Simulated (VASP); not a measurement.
# PtSe2 (C2/m) in VASP: further runs, part 2 of 2

VASP 6.6.1. Earlier steps stand in the parts before.

## 3. Single point, PBE (strain +0.0300 x Voigt [0, 1, 0, 0, 0, 0])

File INCAR:

```
SYSTEM = PtSe2
ALGO = Normal
EDIFF = 1E-6
ENCUT = 520
GGA = PE
ISIF = 2
ISMEAR = 0
LASPH = .TRUE.
LCHARG = .TRUE.
LELF = .TRUE.
LREAL = .FALSE.
LVHAR = .TRUE.
LWAVE = .FALSE.
NBANDS = 18
NELM = 80
PREC = Accurate
SIGMA = 0.15
```

File KPOINTS:

```
k-points
0
G
  12 12 10
  0 0 0
```

File POSCAR:

```
PtSe2
1.0
    3.7240006046      0.0000000000      0.0000000000
   -1.8620003023      3.3218315011      0.0000000000
    0.0000000000      0.0000000000      5.0620000000
Pt Se
1 2
Direct
    0.0000000000      0.0000000000      0.0000000000
    0.3333333333      0.6666666667      0.2500000000
    0.6666666667      0.3333333333      0.7500000000
```

Potentials or basis: VASP PAW PBE potentials, release 64 (Pt, Se).

Started as:

```console
$ cat potpaw_PBE.64/Pt/POTCAR potpaw_PBE.64/Se/POTCAR > POTCAR
$ mpirun -np 1 vasp_std > vasp.out
```

Run time: 6.3 min. Hardware: 1 thread of Intel Xeon 8259CL, shared host; peak memory 0.54 GiB.

The run converged. Its results:

* Free energy: -14.2378 eV
* Pressure: 2.9 GPa
* Largest force: 0.279 eV/Å
* Band gap on the k mesh: zero (bands 11 and 12 overlap by 0.49 eV)

Forces on the atoms (eV/Å):
```
Pt   0.000  0.000  0.000
Se   0.000 -0.128  0.248
Se   0.000  0.128 -0.248
```

Stress tensor (GPa, compression positive):
```
 4.86  0.00  0.00
 0.00  0.76 -1.21
 0.00 -1.21  3.05
```

Levels at points of the mesh, in eV from the Fermi level:
```
           k point  band 7  band 8  band 9  band 10  band 11  band 12  band 13  band 14  band 15  band 16
(0.00, 0.00, 0.00)   -3.78   -2.45   -1.12    -0.99     0.43     1.33     1.43     3.63     3.98     7.02
(0.50, 0.00, 0.00)   -3.57   -3.46   -3.40    -3.28    -2.87     0.67     2.25     4.59     5.78     7.11
(0.00, 0.50, 0.00)   -3.60   -3.37   -3.30    -3.30    -2.89     0.57     2.34     4.87     6.09     7.22
(0.00, 0.00, 0.50)   -3.81   -2.81   -1.70    -1.55    -1.42     2.15     2.25     4.83     6.10     6.49
(0.50, 0.00, 0.50)   -3.42   -3.35   -3.06    -2.85    -1.29     0.90     1.42     4.51     4.85     7.38
(0.00, 0.50, 0.50)   -3.38   -3.37   -3.18    -2.62    -1.24     1.04     1.35     4.59     4.95     7.31
```

Caveat: the cell differs from its parent crystal (strain +0.0300 x Voigt [0, 1, 0, 0, 0, 0]); spin-orbit coupling is left out, which moves the levels of the heavy elements.

## 4. Single point, PBE (strain +0.0450 x Voigt [0, 1, 0, 0, 0, 0])

File INCAR:

```
SYSTEM = PtSe2
ALGO     = Normal         ! electronic algorithm
EDIFF    = 1E-7           ! SCF threshold, eV
ENCUT    = 520            ! plane-wave cutoff, eV
GGA      = PE             ! functional
ISIF     = 2              ! what is computed and relaxed
ISMEAR   = 0              ! smearing method
LASPH    = .True.         ! aspherical terms in the spheres
LCHARG   = .False.        ! write CHGCAR
LREAL    = .False.        ! projectors in reciprocal space
LWAVE    = .False.        ! write WAVECAR
NBANDS   = 18             ! bands
NELM     = 80             ! most SCF steps
PREC     = Accurate       ! precision mode
SIGMA    = 0.15           ! smearing width, eV
```

File KPOINTS:

```
k-points
0
Gamma
  12 12 10
  0 0 0
```

Edit POSCAR of step 3 so:

```diff
@@ -3,3 +3,3 @@
     3.7240006046      0.0000000000      0.0000000000
-   -1.8620003023      3.3218315011      0.0000000000
+   -1.8620003023      3.3702076880      0.0000000000
     0.0000000000      0.0000000000      5.0620000000
```

Potentials or basis: VASP PAW PBE potentials, release 64 (Pt, Se).

Started as:

```console
$ cat potpaw_PBE.64/Pt/POTCAR potpaw_PBE.64/Se/POTCAR > POTCAR
$ mpirun -np 1 vasp_std > vasp.out
```

OUTCAR:

```text
SYSTEM = PtSe2
   EDIFF = 1E-7
   ENCUT = 520
   GGA = PE
   ISIF = 2
   ISMEAR = 0
   LASPH = .True.
   LREAL = .False.
   NELM = 80
   PREC = Accurate

 ion  position               nearest neighbor table
   1  0.000  0.000  0.000-   2 2.52   3 2.52   3 2.52   2 2.52   3 2.58   2 2.58
   2  0.333  0.667  0.250-   1 2.52   1 2.52   1 2.58
   3  0.667  0.333  0.750-   1 2.52   1 2.52   1 2.58

  LATTYP: Found a base centered orthorhombic cell.
 ALAT       =     3.7240006046
 B/A-ratio  =     1.8099930939
 C/A-ratio  =     1.3592908642

  Lattice vectors:

 A1 = (   1.8620003023,  -3.3702076880,   0.0000000000)
 A2 = (   1.8620003023,   3.3702076880,   0.0000000000)
 A3 = (   0.0000000000,   0.0000000000,   5.0620000000)

Analysis of symmetry for initial positions (statically):
=====================================================================
 Subroutine PRICEL returns:
 Original cell was already a primitive cell.

 Routine SETGRP: Setting up the symmetry group for a
[... 161 lines left out ...]

 Free energy of the ion-electron system (eV)
  ---------------------------------------------------
  ext. energy  EPLUGINS =         0.00000000
  ---------------------------------------------------
  free energy    TOTEN  =       -14.23337252 eV

  energy without entropy =      -14.22580279  energy(sigma->0) =      -14.22958766

 E-fermi :   5.9084     XC(G=0): -10.4260

 val. band max:        5.8975754559   @ k =   0.0833   0.2500   0.2000
 cond. band min:       5.9132409015   @ k =   0.0000   0.1667   0.2000
 fundamental gap:      0.0156654456
 Fermi energy:         5.9083592878

 k-point     1 :       0.0000    0.0000    0.0000
  band No.  band energies     occupation
      1      -9.3939      2.00000
      2      -6.7528      2.00000
      3      -0.8286      2.00000
      4      -0.2307      2.00000
      5      -0.1902      2.00000
      6       2.1153      2.00000
[... 481 lines left out ...]
      5       0.9383      2.00000
      6       1.2216      2.00000
[... 10 lines left out ...]
     17      14.9999      0.00000
     18      15.6820      0.00000

 [... further k-points ...]
[... 5 lines left out ...]
  --------------------------------------------------------------------------------------
  -------------------------------------------------------------------------------------
  Total        1.3732778     -0.9118733      0.7267611      0.0000000     -0.6189547      0.0000000
  in kB       34.6322270    -22.9962235     18.3279434      0.0000000    -15.6092090      0.0000000
  external PRESSURE =       9.9879823 kB  Pullay stress =       0.0000000 kB

 VOLUME and BASIS-vectors are now :
 -----------------------------------------------------------------------------
  energy-cutoff  :      520.00
  volume of cell :       63.53
      direct lattice vectors                 reciprocal lattice vectors
     3.724000605  0.000000000  0.000000000     0.268528420  0.148358809  0.000000000
    -1.862000302  3.370207688  0.000000000     0.000000000  0.296717619  0.000000000
     0.000000000  0.000000000  5.062000000     0.000000000  0.000000000  0.197550375

 POSITION                                       TOTAL-FORCE (eV/Angst)
 -----------------------------------------------------------------------------------
      0.00000      0.00000      0.00000        -0.000000      0.000000      0.000000
     -0.00000      2.24681      1.26550         0.000000     -0.160229      0.107540
      1.86200      1.12340      3.79650         0.000000      0.160229     -0.107540
 -----------------------------------------------------------------------------------
    total drift:                               -0.000000     -0.000000     -0.000000

  FREE ENERGIE OF THE ION-ELECTRON SYSTEM (eV)
  ---------------------------------------------------
  free  energy   TOTEN  =       -14.2333725231 eV

  energy  without entropy=      -14.2258027931  energy(sigma->0) =      -14.22958766
```

OSZICAR:

```text
N       E                     dE             d eps       ncg     rms          rms(c)
DAV:   1     0.110025243772E+03    0.11003E+03   -0.10015E+04 14496   0.107E+03
DAV:   2    -0.981753487830E+01   -0.11984E+03   -0.11590E+03 17662   0.209E+02
DAV:   3    -0.149691826307E+02   -0.51516E+01   -0.51102E+01 17252   0.433E+01
DAV:   4    -0.150104149353E+02   -0.41232E-01   -0.41213E-01 17962   0.421E+00
DAV:   5    -0.150108570879E+02   -0.44215E-03   -0.44214E-03 17428   0.423E-01    0.117E+01
DAV:   6    -0.144910944116E+02    0.51976E+00   -0.44661E+00 14832   0.189E+01    0.757E+00
DAV:   7    -0.142494625913E+02    0.24163E+00   -0.87051E-01 14650   0.904E+00    0.366E+00
DAV:   8    -0.142358311409E+02    0.13631E-01   -0.55668E-02 15678   0.154E+00    0.825E-01
DAV:   9    -0.142331997908E+02    0.26314E-02   -0.76896E-03 16304   0.843E-01    0.191E-01
DAV:  10    -0.142333677718E+02   -0.16798E-03   -0.12888E-03 16590   0.212E-01    0.396E-02
DAV:  11    -0.142333711569E+02   -0.33851E-05   -0.45631E-05 18662   0.587E-02    0.249E-02
DAV:  12    -0.142333720004E+02   -0.84342E-06   -0.10482E-05 15536   0.217E-02    0.260E-03
DAV:  13    -0.142333723600E+02   -0.35965E-06   -0.66213E-07 18810   0.492E-03    0.139E-03
DAV:  14    -0.142333724664E+02   -0.10635E-06   -0.12434E-07 12620   0.261E-03    0.757E-04
DAV:  15    -0.142333725231E+02   -0.56750E-07   -0.11906E-08  8362   0.757E-04
   1 F= -.14233373E+02 E0= -.14229588E+02  d E =-.756973E-02
```

stdout:

```text
POSCAR found type information on POSCAR PtSe
 POSCAR found :  2 types and       3 ions
 scaLAPACK will be used
 LDA part: xc-table for (Slater+PW92), standard interpolation
 POSCAR, INCAR and KPOINTS ok, starting setup
 FFT: planning ... GRIDC
 FFT: planning ... GRID_SOFT
 FFT: planning ... GRID
 WAVECAR not read
 entering main loop
```

It took 7.8 min on 1 thread of Intel Xeon 8259CL, shared host; peak memory 0.54 GiB.

Results:

* Free energy: -14.2334 eV
* Pressure: 1.0 GPa
* Largest force: 0.193 eV/Å
* Band gap on the k mesh: zero (bands 11 and 12 overlap by 0.53 eV)

Forces on the atoms (eV/Å):
```
Pt   0.000  0.000  0.000
Se   0.000 -0.160  0.108
Se   0.000  0.160 -0.108
```

Levels at points of the mesh, in eV from the Fermi level:
```tsv
k point	band 7	band 8	band 9	band 10	band 11	band 12	band 13	band 14	band 15	band 16
(0.00, 0.00, 0.00)	-3.65	-2.37	-1.14	-0.93	0.46	1.27	1.43	3.65	3.88	6.92
(0.50, 0.00, 0.00)	-3.55	-3.34	-3.34	-3.19	-2.80	0.68	2.21	4.51	5.77	7.13
(0.00, 0.50, 0.00)	-3.52	-3.28	-3.23	-3.18	-2.83	0.54	2.35	4.92	6.23	7.29
(0.00, 0.00, 0.50)	-3.68	-2.74	-1.69	-1.55	-1.37	2.08	2.24	4.83	6.00	6.40
(0.50, 0.00, 0.50)	-3.34	-3.25	-2.96	-2.83	-1.24	0.87	1.39	4.50	4.89	7.49
(0.00, 0.50, 0.50)	-3.29	-3.28	-3.13	-2.49	-1.17	1.08	1.28	4.61	5.04	7.39
```

Caveat: the cell differs from its parent crystal (strain +0.0450 x Voigt [0, 1, 0, 0, 0, 0]); spin-orbit coupling is left out, which moves the levels of the heavy elements.

## 5. Summary

```csv
cell,gap on the mesh (eV),pressure (GPa),largest force (eV/Å)
"a = 3.724, b = 3.766, c = 5.062 Å, angles 90.0, 90.0, 119.6°, 3 atoms",none,5.0,0.41
"a = 3.724, b = 3.808, c = 5.062 Å, angles 90.0, 90.0, 119.3°, 3 atoms",none,2.9,0.28
"a = 3.724, b = 3.850, c = 5.062 Å, angles 90.0, 90.0, 118.9°, 3 atoms",none,1.0,0.19
```

Alike in all rows: task single point; level PBE; potentials or basis VASP PAW PBE potentials, release 64 (Pt, Se); no spin polarisation; k mesh 12 × 12 × 10; cutoff (eV) 520; smearing gaussian 0.15 eV.

Caveats: spin-orbit coupling is left out, which moves the levels of the heavy elements; the cell stands under pressure (at least some runs).

Absolute energies hang on the potentials; compare differences alone.
